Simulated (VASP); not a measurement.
# AgBr (Fm-3m) in VASP: further runs, part 2 of 2

VASP 6.6.1. Earlier steps stand in the parts before.

## (3) Vibrations by perturbation theory, PBEsol

This run uses another cell than the first one, of 22.84 Å³/atom, 0.943 times its volume.

Contents of INCAR:

```
SYSTEM = AgBr
ALGO = Normal
EDIFF = 1E-8
ENCUT = 500
GGA = PS
GGA_COMPAT = .FALSE.
IBRION = 8
ISIF = 2
ISMEAR = 0
LASPH = .TRUE.
LCHARG = .FALSE.
LEPSILON = .TRUE.
LREAL = .FALSE.
LWAVE = .FALSE.
NELM = 120
NSW = 1
PREC = Accurate
SIGMA = 0.01
```

Contents of KPOINTS:

```
k-points
0
G
  6 6 6
  0 0 0
```

Contents of POSCAR:

```
AgBr
1.0
    0.0000000000      2.8370701364      2.8370701364
    2.8370701364      0.0000000000      2.8370701364
    2.8370701364      2.8370701364      0.0000000000
Ag Br
1 1
Direct
    0.0000000000      0.0000000000      0.0000000000
    0.5000000000      0.5000000000      0.5000000000
```

Potentials or basis: VASP PAW PBE potentials, release 64 (Ag, Br).

Run with:

```
$ cat potpaw_PBE.64/Ag/POTCAR potpaw_PBE.64/Br/POTCAR > POTCAR
$ mpirun -np 1 vasp_std > vasp.out
```

OUTCAR:

```text
SYSTEM = AgBr
   EDIFF = 1E-8
   ENCUT = 500
   GGA = PS
   IBRION = 8
   ISIF = 2
   ISMEAR = 0
   LASPH = .TRUE.
   LEPSILON = .TRUE.
   LREAL = .FALSE.
   NELM = 120
   NSW = 1
   PREC = Accurate

 ion  position               nearest neighbor table
   1  0.000  0.000  0.000-   2 2.84   2 2.84   2 2.84   2 2.84   2 2.84   2 2.84
   2  0.500  0.500  0.500-   1 2.84   1 2.84   1 2.84   1 2.84   1 2.84   1 2.84

  LATTYP: Found a face centered cubic cell.
 ALAT       =     5.6741402728

  Lattice vectors:

 A1 = (   0.0000000000,   2.8370701364,   2.8370701364)
 A2 = (   2.8370701364,   0.0000000000,   2.8370701364)
 A3 = (   2.8370701364,   2.8370701364,   0.0000000000)

Analysis of symmetry for initial positions (statically):
=====================================================================
 Subroutine PRICEL returns:
 Original cell was already a primitive cell.

 Routine SETGRP: Setting up the symmetry group for a
 face centered cubic supercell.

 Subroutine GETGRP returns: Found 48 space group operations
 (whereof 48 operations were pure point group operations)
 out of a pool of 48 trial point group operations.

The static configuration has the point symmetry O_h .

Analysis of symmetry for dynamics (positions and initial velocities):
=====================================================================
 Subroutine PRICEL returns:
 Original cell was already a primitive cell.

 Routine SETGRP: Setting up the symmetry group for a
 face centered cubic supercell.

 Subroutine GETGRP returns: Found 48 space group operations
 (whereof 48 operations were pure point group operations)
 out of a pool of 48 trial point group operations.

The dynamic configuration has the point symmetry O_h .

 Subroutine INISYM returns: Found 48 space group operations
 (whereof 48 operations are pure point group operations),
 and found     1 'primitive' translations

----------------------------------------------------------------------------------------

                                     Primitive cell

  volume of cell :      45.6710

  direct lattice vectors                    reciprocal lattice vectors
     0.000000000  2.837070136  2.837070136    -0.176238153  0.176238153  0.176238153
     2.837070136  0.000000000  2.837070136     0.176238153 -0.176238153  0.176238153
     2.837070136  2.837070136  0.000000000     0.176238153  0.176238153 -0.176238153

  length of vectors
     4.012223064  4.012223064  4.012223064     0.305253435  0.305253435  0.305253435

  position of ions in fractional coordinates (direct lattice)
     0.000000000  0.000000000  0.000000000
[... 436 lines left out ...]
 -----------------------------------------------------------------------------
     0.00029  0.00000  0.00000
     0.00000  0.00029  0.00000
     0.00000 -0.00000 -0.00112

--------------------------------------- Ionic step        4  -------------------------------------------

------------------------ aborting loop because EDIFF is reached ----------------------------------------

[... ionic steps 5 to 6 ...]

--------------------------------------- Ionic step        7  -------------------------------------------

 Free energy of the ion-electron system (eV)
  ---------------------------------------------------
  ---------------------------------------------------
  free energy    TOTEN  =        -0.13584029 eV

  energy without entropy =       -0.13584029

------------------------ aborting loop because EDIFF is reached ----------------------------------------

 INTERNAL STRAIN TENSOR  FOR ION    2  DIRECTION 1   (eV/Angst):
 -----------------------------------------------------------------------------
     0.00555  0.00000  0.00000
     0.00000  0.02018  0.00000
    -0.00000  0.00000  0.02018

 MACROSCOPIC STATIC DIELECTRIC TENSOR (including local field effects in DFT)
 ------------------------------------------------------
           6.714302     0.000000     0.000000
          -0.000000     6.714302     0.000000
          -0.000000    -0.000000     6.714302
 ------------------------------------------------------

 PIEZOELECTRIC TENSOR (including local field effects)  for field in x, y, z        (e  Angst)
          XX          YY          ZZ          XY          YZ          ZX
  --------------------------------------------------------------------------------
  x     0.00000     0.00000     0.00000     0.00000     0.00000     0.00000
  y     0.00000     0.00000     0.00000     0.00000     0.00000     0.00000
  z     0.00000     0.00000     0.00000     0.00000     0.00000     0.00000

 PIEZOELECTRIC TENSOR (including local field effects)  for field in x, y, z        (C/m^2)
          XX          YY          ZZ          XY          YZ          ZX
  --------------------------------------------------------------------------------
  x     0.00000     0.00000     0.00000     0.00000     0.00000     0.00000
  y     0.00000     0.00000     0.00000     0.00000     0.00000     0.00000
  z     0.00000     0.00000     0.00000     0.00000     0.00000     0.00000

 BORN EFFECTIVE CHARGES (including local field effects) (in |e|, cummulative output)
 ---------------------------------------------------------------------------------
 ion    1
    1     1.54464    -0.00000     0.00000
    2     0.00000     1.54464     0.00000
    3     0.00000     0.00000     1.54464
 ion    2
    1    -1.54464     0.00000     0.00000
    2    -0.00000    -1.54464     0.00000
    3     0.00000     0.00000    -1.54464

 INTERNAL STRAIN TENSOR FOR ION    2 for displacements in x,y,z  (eV/Angst):
          X           Y           Z          XY          YZ          ZX
  --------------------------------------------------------------------------------
  x     0.00000     0.00000     0.00000     0.00000     0.00000     0.00000
  y     0.00000     0.00000     0.00000     0.00000     0.00000     0.00000
  z     0.00000     0.00000     0.00000     0.00000     0.00000     0.00000

 SECOND DERIVATIVES (NOT SYMMETRIZED)
 ------------------------------------
               1X          1Y          1Z          2X          2Y          2Z
  1X    -1.265368    0.000000    0.000000    1.265368    0.000000    0.000000
  1Y     0.000000   -1.265368    0.000000    0.000000    1.265368    0.000000
  1Z     0.000000    0.000000   -1.265368    0.000000    0.000000    1.265368
  2X     1.275373    0.000000    0.000000   -1.275373    0.000000    0.000000
  2Y     0.000000    1.275373    0.000000    0.000000   -1.275373    0.000000
  2Z     0.000000    0.000000    1.275373    0.000000    0.000000   -1.275373

 Eigenvectors and eigenvalues of the dynamical matrix
 ----------------------------------------------------

   1 f  =    2.601531 THz    16.345898 2PiTHz   86.777717 cm-1    10.759061 meV
             X         Y         Z           dx          dy          dz
      0.000000  0.000000  0.000000     0.000000    0.650856    0.000000
      2.837070  2.837070  2.837070     0.000000   -0.759201    0.000000
[... 21 lines left out ...]
   6 f/i=    0.005062 THz     0.031805 2PiTHz    0.168847 cm-1     0.020934 meV
             X         Y         Z           dx          dy          dz
      0.000000  0.000000  0.000000     0.000000    0.000000    0.759201
      2.837070  2.837070  2.837070     0.000000    0.000000    0.650856

--------------------------------------------------------------------------------------------------------

 MACROSCOPIC STATIC DIELECTRIC TENSOR IONIC CONTRIBUTION
 ------------------------------------------------------
           7.441270     0.000000     0.000000
           0.000000     7.441270    -0.000000
           0.000000    -0.000000     7.441270
 ------------------------------------------------------

 ELASTIC MODULI CONTR FROM IONIC RELAXATION (kBar)
 Direction    XX          YY          ZZ          XY          YZ          ZX
 --------------------------------------------------------------------------------
 XX           0.0000      0.0000      0.0000      0.0000      0.0000      0.0000
 YY           0.0000      0.0000      0.0000      0.0000      0.0000      0.0000
 ZZ           0.0000      0.0000      0.0000      0.0000      0.0000      0.0000
 XY           0.0000      0.0000      0.0000      0.0000      0.0000      0.0000
 YZ           0.0000      0.0000      0.0000      0.0000      0.0000      0.0000
 ZX           0.0000      0.0000      0.0000      0.0000      0.0000      0.0000
 --------------------------------------------------------------------------------

 PIEZOELECTRIC TENSOR IONIC CONTR  for field in x, y, z        (C/m^2)
          XX          YY          ZZ          XY          YZ          ZX
  --------------------------------------------------------------------------------
  x     0.00000     0.00000     0.00000     0.00000     0.00000     0.00000
  y     0.00000     0.00000     0.00000     0.00000     0.00000     0.00000
  z     0.00000     0.00000     0.00000     0.00000     0.00000     0.00000
```

OSZICAR:

```text
N       E                     dE             d eps       ncg     rms          rms(c)
DAV:   1     0.937347451013E+02    0.93735E+02   -0.83164E+03   424   0.120E+03
DAV:   2    -0.235428620689E+01   -0.96089E+02   -0.89493E+02   476   0.235E+02
DAV:   3    -0.580554443622E+01   -0.34513E+01   -0.34401E+01   511   0.490E+01
DAV:   4    -0.582593891870E+01   -0.20394E-01   -0.20393E-01   436   0.408E+00
[... 152 lines left out ...]
RMM:   8    -0.135840850523E+00    0.29039E-06   -0.26537E-09  1288   0.927E-05    0.105E-04
RMM:   9    -0.135840195240E+00    0.65528E-06   -0.39183E-09  1241   0.597E-05    0.223E-05
RMM:  10    -0.135840256449E+00   -0.61209E-07   -0.14360E-08  1290   0.121E-05    0.461E-06
RMM:  11    -0.135840290434E+00   -0.33985E-07   -0.27779E-08  1040   0.507E-06    0.173E-06
RMM:  12    -0.135840285039E+00    0.53951E-08    0.73113E-10   470   0.107E-06    0.327E-07
 Linear response finished
```

stdout:

```text
POSCAR found type information on POSCAR AgBr
 POSCAR found :  2 types and       2 ions
 scaLAPACK will be used
 -----------------------------------------------------------------------------
|                                                                             |
|                                                                             |
|     You enforced a specific xc type in the INCAR file but a different       |
[... 39 lines left out ...]
 force on displaced ion       1 direction 1 :  -1.265   0.000   0.000
 Born effective charge ion    1 direction 1 :   1.519   0.000   0.000
 Linear response progress:
 first order change of Fermi-energy   0.89923E-03
 force on displaced ion       2 direction 1 :  -1.275   0.000   0.000
 Born effective charge ion    2 direction 1 :  -1.570   0.000   0.000
 Born effective charges drift removed
 Linear response finished
```

Run time: 2.5 min. Hardware: 1 thread of Intel Xeon Platinum 8488C (Sapphire Rapids), shared host; peak memory 0.21 GiB.

Results:

```
Electronic dielectric tensor (diagonal)                 : 6.71
Born charges (mean of the diagonal)                     : Ag +1.54; Br -1.54 e
Highest phonon frequency at Γ, LO-TO splitting left out : 87 cm⁻¹
```

Phonon frequencies in cm⁻¹ (negative: imaginary):
```tsv
q point	frequencies
(0.000, 0.000, 0.000)	0 0 0 87 87 87
```

Electronic dielectric tensor:
```
6.71 0.00 0.00
0.00 6.71 0.00
0.00 0.00 6.71
```

Born effective charge tensors (e):
atom 1, Ag
```
1.54 0.00 0.00
0.00 1.54 0.00
0.00 0.00 1.54
```
atom 2, Br
```
-1.54  0.00  0.00
 0.00 -1.54  0.00
 0.00  0.00 -1.54
```

Caveat: the PAW data sets were made with another functional, which shifts forces and pressure a little.
